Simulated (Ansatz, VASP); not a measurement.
# Two plane-wave programs on Ge

The input POSCAR:

```
Ge
1.0
    1.4181062350     -2.6395237400      0.0000000000
    1.4181062350      2.6395237400      0.0000000000
    0.0000000000      0.0000000000      2.6172840700
Ge
1
Direct
    0.5000000000      0.5000000000      0.0000000000
```

INCAR.step1

```
PREC = Accurate
ENCUT = 520
ISMEAR = 0
SIGMA = 0.15
LREAL = False
LASPH = True
NELM = 80
NBANDS = 13
GGA = PE
ALGO = Normal
EDIFF = 1E-4
LWAVE = True
LCHARG = False
```

The input INCAR.step2:

```
PREC = Accurate
ENCUT = 520
EDIFF = 1E-6
ISMEAR = 0
SIGMA = 0.15
LREAL = False
LASPH = True
NELM = 80
ALGO = Normal
ISIF = 2
LWAVE = False
LCHARG = False
METAGGA = R2SCAN
LMIXTAU = True
NBANDS = 13
ISTART = 1
```

File KPOINTS:

```
regular mesh
0
Gamma
  20 20 18
```

Input for Ansatz:

```yaml
crystal:
  lattice:
    - [1.418106235, -2.63952374, 0.0]
    - [1.418106235, 2.63952374, 0.0]
    - [0.0, 0.0, 2.61728407]
  atoms:
    - { symbol: Ge, position: [0.5, 0.5, 0.0] }
basis:
  ecutwfc: 500
kpoints:
  mp_grid: { grid: [20, 20, 18] }
hamiltonian:
  xc: r2scan
scf:
  occupations: { method: gaussian, width: 0.15 }
output:
  forces: true
  stress: true
  eigenvalues: true
```

Change from the starting cell: strain +0.015 along x and y, -0.030 along z, atoms carried along.

Alike in both runs: task single point; functional r2SCAN; k mesh 20 × 20 × 18; occupations gaussian, width 0.15 eV; no spin polarisation.

|  | VASP | Ansatz |
| --- | --- | --- |
| version | VASP 6.6.1 | Ansatz 0.2.0 |
| potentials or method | VASP PAW PBE potentials, release 64 (Ge_d), cutoff 520 eV | scalar-relativistic, plane waves, PAW |
| valence electrons in the cell | 14 | 14 |

Ansatz gave:

- gap on the k mesh at the Fermi level (eV): none
- pressure (GPa): -2.8
- traceless stress, the component that is largest in VASP (GPa): 4.75

Question: Which values does VASP return?

Answer: gap on the k mesh at the Fermi level (eV): none; pressure (GPa): -3.0; traceless stress, the component that is largest in VASP (GPa): 4.79.

VASP's potentials were made for PBE, not for r2SCAN. A gap of «none» marks a metal or a gap that the smearing closes. With one functional, cell and mesh, what is left measures potentials, basis and numerics.
